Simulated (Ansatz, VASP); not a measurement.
## One calculation of CdBr, two programs

Contents of INCAR:

```
  ALGO = Normal
  EDIFF = 1E-6
  ENCUT = 520
  GGA = PE
  ISIF = 2
  ISMEAR = -1
  LASPH = T
  LCHARG = F
  LREAL = F
  LWAVE = F
  NBANDS = 16
  NELM = 60
  PREC = Accurate
  SIGMA = 0.05
```

Contents of KPOINTS:

```
k-points
0
Gamma
  8 8 6
```

File POSCAR:

```
CdBr
1.0
    3.3177764788      0.0000000000      0.0000000000
    0.0000000000      3.3177764788      0.0000000000
    0.0000000000      0.0000000000      4.7782502819
Cd Br
1 1
Direct
    0.0000000000      0.0000000000      0.0000000000
    0.5000000000      0.5000000000      0.5000000000
```

File input.yaml:

```yaml
crystal:
  lattice:
    - [3.3177764788, 0.0, 0.0]
    - [0.0, 3.3177764788, 0.0]
    - [0.0, 0.0, 4.7782502819]
  atoms:
    - { symbol: Cd, position: [0.0, 0.0, 0.0] }
    - { symbol: Br, position: [0.5, 0.5, 0.5] }
kpoints:
  mp_grid: { grid: [8, 8, 6] }
scf:
  occupations: { method: fermi_dirac, width: 0.05 }
hamiltonian:
  xc: pbe
  pseudopotentials: { kind: all_electron, lapw: { basis_error: 0.0005 } }
output:
  forces: true
  stress: true
  eigenvalues: true
```

Change from the starting cell: volume scaled by 0.96.

Alike in both runs: task single point; functional PBE; k mesh 8 × 8 × 6; occupations fermi-dirac, width 0.05 eV; no spin polarisation.

|  | VASP | Ansatz |
| --- | --- | --- |
| version | VASP 6.6.1 | Ansatz 0.2.0 |
| potentials or method | VASP PAW PBE potentials, release 64 (Cd, Br), cutoff 520 eV | all-electron LAPW, scalar-relativistic |

```csv
,VASP,Ansatz,Ansatz less VASP
gap on the k mesh at the Fermi level (eV),none,none,-
pressure (GPa),1.4,1.3,-0.09
"traceless stress, the component that is largest in VASP (GPa)",-7.23,-7.25,-0.019
```

A gap of «none» marks a metal or a gap that the smearing closes. Ansatz ran all-electron here, and VASP with PAW potentials.
